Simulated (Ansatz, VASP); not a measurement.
# Sn: VASP beside Ansatz

File INCAR:

```
SYSTEM = Sn
PREC = Accurate
ENCUT = 520
EDIFF = 1E-6
ISMEAR = -1
SIGMA = 0.1
LREAL = .False.
LASPH = .True.
NELM = 100
ALGO = Normal
ISIF = 2
LWAVE = .False.
LCHARG = .False.
GGA = RP
NBANDS = 28
```

KPOINTS

```
regular mesh
0
Gamma
  8 8 11
  0 0 0
```

File POSCAR:

```
Sn
1.0
    5.5370095839      0.0000000000      0.0000000000
   -2.7685047920      4.7951909607      0.0000000000
    0.0000000000      0.0000000000      3.3754095152
Sn
3
Direct
    1.0000000000      0.0000000000      0.0000000000
    0.3333333333      0.6666666667      0.5000000000
    0.6666666667      0.3333333333      0.5000000000
```

Input for Ansatz:

```yaml
crystal:
  lattice:
    - [5.5370095839, 0.0, 0.0]
    - [-2.768504792, 4.7951909607, 0.0]
    - [0.0, 0.0, 3.3754095152]
  atoms:
    - { symbol: Sn, position: [1.0, 0.0, 0.0] }
    - { symbol: Sn, position: [0.3333333333, 0.6666666667, 0.5] }
    - { symbol: Sn, position: [0.6666666667, 0.3333333333, 0.5] }
hamiltonian:
  xc: rpbe
  pseudopotentials:
    kind: paw
    azcp:
      Sn: "pseudopotentials/Sn.paw.azcp"
basis:
  ecutwfc: 420
  fft_grid_basis: typed
kpoints:
  mp_grid: { grid: [8, 8, 11], shift: [0, 0, 0] }
magnetization:
  spin_polarized: false
scf:
  occupations: { method: fermi_dirac, width: 0.1 }
  lower_state_search: "off"
output:
  stress: true
```

Alike in both runs: task single point; functional RPBE; k mesh 8 × 8 × 11; occupations fermi-dirac, width 0.1 eV; no spin polarisation.

```csv
,VASP,Ansatz
version,VASP 6.6.1,Ansatz 0.2.0
potentials or method,"VASP PAW PBE potentials, release 64 (Sn_d), cutoff 520 eV","plane waves (420 eV) with PAW, scalar-relativistic"
valence electrons in the cell,42,42
```

```tsv
	VASP	Ansatz	Ansatz less VASP
pressure (GPa)	-1.2	-1.2	+0.03
traceless stress, the component that is largest in VASP (GPa)	-1.26	-1.26	+0.001
```

VASP's potentials were made for PBE, not for RPBE. With one functional, cell and mesh, what is left measures potentials, basis and numerics.
